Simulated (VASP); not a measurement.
# YN (Fm-3m) in VASP: notebook

The runs below take YN through single point, with r2SCAN, PBE.

Program: VASP 6.6.1. These are calculated values, not measurements. Logs are shortened: lines on timing, memory, paths and dates and some standing lists are left out, and cuts for length are marked.

**1. The cell of the first run**

Symmetry: Fm-3m, No. 225, cubic system. Conventional cell: a = 4.877 Å, b = 4.877 Å, c = 4.877 Å, α = 90.00°, β = 90.00°, γ = 90.00°. Within 3.2 Å of Y (site symmetry m-3m) lie 6 N at 2.44 Å. Within 3.2 Å of N (site symmetry m-3m) lie 6 Y at 2.44 Å.

**2. Single point, r2SCAN**

File POSCAR:

```
YN
1.0
    0.0000000000      2.4385000000      2.4385000000
    2.4385000000      0.0000000000      2.4385000000
    2.4385000000      2.4385000000      0.0000000000
Y N
1 1
Direct
    0.0000000000      0.0000000000      0.0000000000
    0.5000000000      0.5000000000      0.5000000000
```

File INCAR.step1:

```
SYSTEM = YN
PREC = Accurate
ENCUT = 660
ISMEAR = -1
SIGMA = 0.03
LREAL = .FALSE.
LASPH = .TRUE.
NELM = 120
NBANDS = 15
GGA = PE
ALGO = Normal
EDIFF = 1E-5
LWAVE = .TRUE.
LCHARG = .FALSE.
GGA_COMPAT = .FALSE.
```

File INCAR.step2:

```
SYSTEM = YN
PREC = Accurate
ENCUT = 660
EDIFF = 1E-6
ISMEAR = -1
SIGMA = 0.03
LREAL = .FALSE.
LASPH = .TRUE.
NELM = 120
ALGO = Normal
ISIF = 2
LWAVE = .FALSE.
LCHARG = .TRUE.
METAGGA = R2SCAN
LMIXTAU = .TRUE.
LELF = .TRUE.
LVHAR = .TRUE.
NBANDS = 15
ISTART = 1
GGA_COMPAT = .FALSE.
```

File KPOINTS:

```
Automatic mesh
0
G
  9 9 9
  0 0 0
```

Potentials or basis: VASP PAW PBE potentials, release 64 (Y_sv, N).

Started as:

```sh
$ cat potpaw_PBE.64/Y_sv/POTCAR potpaw_PBE.64/N/POTCAR > POTCAR
$ cp INCAR.step1 INCAR
$ mpirun -np 1 vasp_std > vasp.out
$ cp INCAR.step2 INCAR
$ mpirun -np 1 vasp_std > vasp.out
```

OUTCAR:

```text
SYSTEM = YN
   PREC = Accurate
   ENCUT = 660
   EDIFF = 1E-6
   ISMEAR = -1
   LREAL = .FALSE.
   LASPH = .TRUE.
   NELM = 120
   ISIF = 2
   METAGGA = R2SCAN
   ISTART = 1

 ion  position               nearest neighbor table
   1  0.000  0.000  0.000-   2 2.44   2 2.44   2 2.44   2 2.44   2 2.44   2 2.44
   2  0.500  0.500  0.500-   1 2.44   1 2.44   1 2.44   1 2.44   1 2.44   1 2.44

  LATTYP: Found a face centered cubic cell.
 ALAT       =     4.8770000000

  Lattice vectors:

 A1 = (   0.0000000000,   2.4385000000,   2.4385000000)
 A2 = (   2.4385000000,   0.0000000000,   2.4385000000)
 A3 = (   2.4385000000,   2.4385000000,   0.0000000000)

Analysis of symmetry for initial positions (statically):
=====================================================================
 Subroutine PRICEL returns:
 Original cell was already a primitive cell.

 Routine SETGRP: Setting up the symmetry group for a
 face centered cubic supercell.

 Subroutine GETGRP returns: Found 48 space group operations
 (whereof 48 operations were pure point group operations)
 out of a pool of 48 trial point group operations.

The static configuration has the point symmetry O_h .

Analysis of symmetry for dynamics (positions and initial velocities):
=====================================================================
 Subroutine PRICEL returns:
 Original cell was already a primitive cell.

 Routine SETGRP: Setting up the symmetry group for a
 face centered cubic supercell.

 Subroutine GETGRP returns: Found 48 space group operations
 (whereof 48 operations were pure point group operations)
 out of a pool of 48 trial point group operations.

The dynamic configuration has the point symmetry O_h .

 Subroutine INISYM returns: Found 48 space group operations
 (whereof 48 operations are pure point group operations),
 and found     1 'primitive' translations

----------------------------------------------------------------------------------------

                                     Primitive cell

  volume of cell :      29.0000

  direct lattice vectors                    reciprocal lattice vectors
     0.000000000  2.438500000  2.438500000    -0.205044084  0.205044084  0.205044084
     2.438500000  0.000000000  2.438500000     0.205044084 -0.205044084  0.205044084
     2.438500000  2.438500000  0.000000000     0.205044084  0.205044084 -0.205044084

  length of vectors
     3.448559772  3.448559772  3.448559772     0.355146772  0.355146772  0.355146772

  position of ions in fractional coordinates (direct lattice)
     0.000000000  0.000000000  0.000000000
     0.500000000  0.500000000  0.500000000

  ion indices of the primitive-cell ions
   primitive index   ion index
                 1           1
                 2           2

----------------------------------------------------------------------------------------

 KPOINTS: Automatic mesh

Automatic generation of k-mesh.
 Grid dimensions read from file:
 generate k-points for:    9    9    9

 Generating k-lattice:

  Cartesian coordinates                     Fractional coordinates (reciprocal lattice)
    -0.022782676  0.022782676  0.022782676     0.111111111  0.000000000  0.000000000
     0.022782676 -0.022782676  0.022782676     0.000000000  0.111111111  0.000000000
     0.022782676  0.022782676 -0.022782676     0.000000000  0.000000000  0.111111111

  Length of vectors
     0.039460752  0.039460752  0.039460752

  Shift w.r.t. Gamma in fractional coordinates (k-lattice)
     0.000000000  0.000000000  0.000000000

 Subroutine IBZKPT returns following result:
 ===========================================

 Found     35 irreducible k-points:

 Following reciprocal coordinates:
            Coordinates               Weight
  0.000000  0.000000  0.000000      1.000000
  0.111111  0.000000  0.000000      8.000000
  0.222222  0.000000  0.000000      8.000000
  0.333333  0.000000  0.000000      8.000000
  0.444444  0.000000  0.000000      8.000000
  0.111111  0.111111  0.000000      6.000000
[... 16 lines left out ...]
 -0.333333  0.333333  0.000000     12.000000
  0.444444  0.444444  0.000000      6.000000
 [... further k-points ...]
   k-points           NKPTS =     35   k-points in BZ     NKDIM =     35   number of bands    NBANDS=     15
   number of dos      NEDOS =    301   number of ions     NIONS =      2
   total plane-waves  NPLWV =  27000
   dimension x,y,z NGX =    30 NGY =   30 NGZ =   30
   dimension x,y,z NGXF=    60 NGYF=   60 NGZF=   60
   ions per type =               1   1
   NGX,Y,Z   is equivalent  to a cutoff of  14.46, 14.46, 14.46 a.u.
   NGXF,Y,Z  is equivalent  to a cutoff of  28.92, 28.92, 28.92 a.u.
 SYSTEM =  YN
   PREC   = accura    normal or accurate (medium, high low for compatibility)
   ISTART =      1    job   : 0-new  1-cont  2-samecut
   ICHARG =      0    charge: 1-file 2-atom 10-const
   ISPIN  =      1    spin polarized calculation?
   LNONCOLLINEAR =      F non collinear calculations
   LSORBIT =      F    spin-orbit coupling
   LASPH  =      T    aspherical Exc in radial PAW
   ENCUT  =  660.0 eV  48.51 Ry    6.96 a.u.   7.22  7.22  7.22*2*pi/ulx,y,z
   NELM   =    120;   NELMIN=  2; NELMDL=  0     # of ELM steps
   EDIFF  = 0.1E-05   stopping-criterion for ELM
   LREAL  =      F    real-space projection
[... 7 lines left out ...]
   TEBEG  =    0.0;   TEEND  =   0.0 temperature during run
   PSTRESS=    0.0 pullay stress
   NELECT =      16.0000    total number of electrons
   NUPDOWN=      -1.0000    fix difference up-down
   EMIN   =  10.00;   EMAX   =-10.00  energy-range for DOS
   EFERMI =   0.00;   METHOD = LEGACY
   ISMEAR =    -1;   SIGMA  =   0.03  broadening in eV -4-tet -1-fermi 0-gaus
   EFERMI_NEDOS =   21; number of points for ismear=-14 and -15
   IALGO  =     38    algorithm
   IMIX   =      4    mixing-type and parameters
     AMIX     =   0.40;   BMIX     =  1.00
     AMIX_MAG =   1.60;   BMIX_MAG =  1.00
  volume/ion in A,a.u.               =      14.50        97.85
  Fermi-wavevector in a.u.,A,eV,Ry     =   1.342710  2.537353 24.529520  1.802869
  Thomas-Fermi vector in A             =   2.470842
   LORBIT       =      0    0 simple, 1 ext, 2 COOP (PROOUT), +10 PAW based schemes
   METAGGA = R2SCAN    functional components
   LHFCALC =     F    Hartree Fock is set to
   AEXX    =    0.0000 exact exchange contribution
   IVDW    =     0    specifies the selected vdW correction
   LEPSILON=     F    determine dielectric tensor
   LRPA    =     F    only Hartree local field effects (RPA)
 non-spin polarized calculation
  energy-cutoff  :      660.00
  volume of cell :       29.00
 maximum number of plane-waves:      1139
 NGX is ok and might be reduce to    30
   NGX = 15   NGY = 15   NGZ = 15

 number of electron      16.0000001 magnetization

 Free energy of the ion-electron system (eV)
  ---------------------------------------------------
  ext. energy  EPLUGINS =         0.00000000
  ---------------------------------------------------
  free energy    TOTEN  =       -33.43953362 eV

  energy without entropy =      -33.43953342  energy(sigma->0) =      -33.43953352

 E-fermi :   4.3725     XC(G=0): -11.9196

 val. band max:        4.0642927203   @ k =   0.0000   0.0000   0.0000
 cond. band min:       4.7013539125   @ k =   0.4444   0.4444   0.0000
 fundamental gap:      0.6370611921
 Fermi energy:         4.3724557490

 k-point     1 :       0.0000    0.0000    0.0000
  band No.  band energies     occupation
      1     -38.0708      2.00000
      2     -17.0492      2.00000
      3     -17.0492      2.00000
      4     -17.0492      2.00000
      5      -9.6137      2.00000
      6       4.0643      1.99993
      7       4.0643      1.99993
      8       4.0643      1.99993
      9       7.6563      0.00000
     10       7.6563      0.00000
     11       7.6563      0.00000
     12       9.0159      0.00000
     13       9.6975      0.00000
     14       9.6975      0.00000
     15      15.7183      0.00000

 k-point     2 :       0.1111    0.0000    0.0000
  band No.  band energies     occupation
      1     -38.0561      2.00000
      2     -17.2108      2.00000
      3     -17.0588      2.00000
      4     -17.0588      2.00000
      5      -9.3941      2.00000
      6       3.3424      2.00000
      7       3.6519      2.00000
      8       3.6519      2.00000
      9       7.7596      0.00000
     10       7.9645      0.00000
     11       7.9645      0.00000
     12       9.6986      0.00000
     13      10.3327      0.00000
     14      10.3327      0.00000
     15      16.5193      0.00000

 k-point     3 :       0.2222    0.0000    0.0000
  band No.  band energies     occupation
      1     -38.0186      2.00000
      2     -17.5891      2.00000
      3     -17.0829      2.00000
      4     -17.0828      2.00000
      5      -8.8581      2.00000
      6       1.9882      2.00000
      7       2.8574      2.00000
      8       2.8574      2.00000
      9       8.0871      0.00000
     10       8.7765      0.00000
     11       8.7765      0.00000
     12      11.0866      0.00000
     13      11.8088      0.00000
     14      11.8088      0.00000
     15      18.2649      0.00000
[... 343 lines left out ...]
 k-point    23 :      -0.3333    0.3333    0.0000
  band No.  band energies     occupation
      1     -37.9128      2.00000
      2     -17.8221      2.00000
      3     -17.6681      2.00000
      4     -17.2381      2.00000
      5      -8.5069      2.00000
      6       1.3016      2.00000
      7       2.3261      2.00000
      8       2.4595      2.00000
      9       8.1525      0.00000
     10      10.2276      0.00000
     11      11.0810      0.00000
     12      12.2659      0.00000
     13      14.3015      0.00000
     14      17.2955      0.00000
     15      17.9114      0.00000

 k-point    24 :       0.4444    0.4444    0.0000
  band No.  band energies     occupation
      1     -37.9085      2.00000
      2     -17.9008      2.00000
      3     -17.3732      2.00000
      4     -17.3732      2.00000
      5      -9.1933      2.00000
      6       2.3862      2.00000
      7       3.6504      2.00000
      8       3.6504      2.00000
      9       4.7014      0.00003
     10      11.3871      0.00000
     11      11.8449      0.00000
     12      12.4595      0.00000
     13      12.4595      0.00000
     14      15.2294      0.00000
     15      16.8870      0.00000

 [... further k-points ...]
[... 5 lines left out ...]
  --------------------------------------------------------------------------------------
  -------------------------------------------------------------------------------------
  Total        0.3094021      0.3094021      0.3094021      0.0000000     -0.0000000     -0.0000000
  in kB       17.0936807     17.0936807     17.0936807      0.0000000     -0.0000000     -0.0000000
  external PRESSURE =      17.0936807 kB  Pullay stress =       0.0000000 kB

 VOLUME and BASIS-vectors are now :
 -----------------------------------------------------------------------------
  energy-cutoff  :      660.00
  volume of cell :       29.00
      direct lattice vectors                 reciprocal lattice vectors
     0.000000000  2.438500000  2.438500000    -0.205044084  0.205044084  0.205044084
     2.438500000  0.000000000  2.438500000     0.205044084 -0.205044084  0.205044084
     2.438500000  2.438500000  0.000000000     0.205044084  0.205044084 -0.205044084

 POSITION                                       TOTAL-FORCE (eV/Angst)
 -----------------------------------------------------------------------------------
      0.00000      0.00000      0.00000         0.000000     -0.000000     -0.000000
      2.43850      2.43850      2.43850        -0.000000      0.000000      0.000000
 -----------------------------------------------------------------------------------
    total drift:                                0.000000      0.000000      0.000000

  FREE ENERGIE OF THE ION-ELECTRON SYSTEM (eV)
  ---------------------------------------------------
  free  energy   TOTEN  =       -33.4395336236 eV

  energy  without entropy=      -33.4395334246  energy(sigma->0) =      -33.43953352
```

Run time: 86 s. Hardware: 1 thread of Intel Xeon Platinum 8259CL at 2.50GHz (Skylake/Cascade Lake), shared host; peak memory 0.2 GiB.

Results:

| Property | Result |
| --- | --- |
| Free energy | -33.4395 eV |
| Pressure | 1.7 GPa |
| Band gap on the k mesh | 0.64 eV, indirect (least direct gap 1.05 eV) |

Caveat: the PAW data sets were made with another functional, which shifts forces and pressure a little. r2SCAN opens gaps a little over a GGA but as a rule still falls short of measured ones.

**3. Single point, PBE, non-collinear spin, zero start, spin-orbit coupling**

File INCAR:

```
ALGO     = Normal         # electronic algorithm
EDIFF    = 1E-6           # SCF threshold, eV
ENCUT    = 600            # plane-wave cutoff, eV
GGA      = PE             # functional
GGA_COMPAT= F            
ISIF     = 2              # what is computed and relaxed
ISMEAR   = -1             # smearing method
LASPH    = T              # aspherical terms in the spheres
LCHARG   = F              # write CHGCAR
LMAXMIX  = 4              # l up to which the mixer works
LNONCOLLINEAR= T              # non-collinear magnetism
LORBIT   = 11             # projections on sites
LORBMOM  = T            
LREAL    = F              # projectors in reciprocal space
LSORBIT  = T              # spin-orbit coupling
LWAVE    = F              # write WAVECAR
MAGMOM   = 0 0 0 0 0 0    # initial moments
NBANDS   = 28             # bands
NELM     = 200            # most SCF steps
PREC     = Accurate       # precision mode
SIGMA    = 0.03           # smearing width, eV
```

File KPOINTS:

```
k-points
0
Gamma
  9 9 9
```

POSCAR is that of step 2.

Potentials or basis: VASP PAW PBE potentials, release 64 (Y_sv, N).

Started as:

```sh
$ cat potpaw_PBE.64/Y_sv/POTCAR potpaw_PBE.64/N/POTCAR > POTCAR
$ mpirun -np 1 vasp_ncl > vasp.out
```

It took 86 s on 1 thread of Intel Xeon Platinum 8259CL at 2.50GHz (Skylake/Cascade Lake), shared host; peak memory 0.29 GiB.

Results (log left out):

```yaml
Free_energy: -18.2725 eV
Pressure: 2.7 GPa
Net_moment: 0.00 μB per cell
Valence_electrons_inside_the_program's_atomic_spheres: Y 9.92; N 3.65
```

Moments on the atoms (μB; x, y, z):
```
Y   0.00 0.00 0.00
N   0.00 0.00 0.00
```
